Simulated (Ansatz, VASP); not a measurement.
## Two plane-wave programs on CoW3

```
Co W
1.0
     3.90735    0.00000    0.00000
     0.00000    3.90735    0.00000
     0.00000    0.00000    3.90735
Co W
1 3
Cartesian
  0.0000 0.0000 0.0000
  0.0000 1.9537 1.9537
  1.9537 0.0000 1.9537
  1.9537 1.9537 0.0000
```

Alike in both runs: task single point; functional PBE; k mesh 6 × 6 × 6; occupations gaussian, width 0.1 eV; collinear spin.

|  | VASP | Ansatz |
| --- | --- | --- |
| version | VASP 6.6.1 | Ansatz 0.2.0 |
| potentials or method | VASP PAW PBE potentials, release 64 (Co, W_sv), cutoff 600 eV | scalar-relativistic, plane waves, PAW |
| valence electrons in the cell | 51 | 59 |

Ansatz gave:

* gap on the k mesh at the Fermi level (eV): none
* pressure (GPa): -1.7
* net moment per atom (μB): 0.10
* size of the moment on the site where the two differ most (μB): 0.37

Question: Estimate VASP's values.

Answer: gap on the k mesh at the Fermi level (eV): none; pressure (GPa): -1.1; net moment per atom (μB): 0.10; size of the moment on the site where the two differ most (μB): 0.38.

Site moments also hang on the region over which each program counts them. A gap of «none» marks a metal or a gap that the smearing closes. The functional is the same, so the differences come from potentials, cutoffs and numerics. VASP's potentials hold 51 valence electrons a cell and Ansatz's 59, so a difference there can come from the potentials and not from the codes.

Spin-orbit coupling is off throughout.
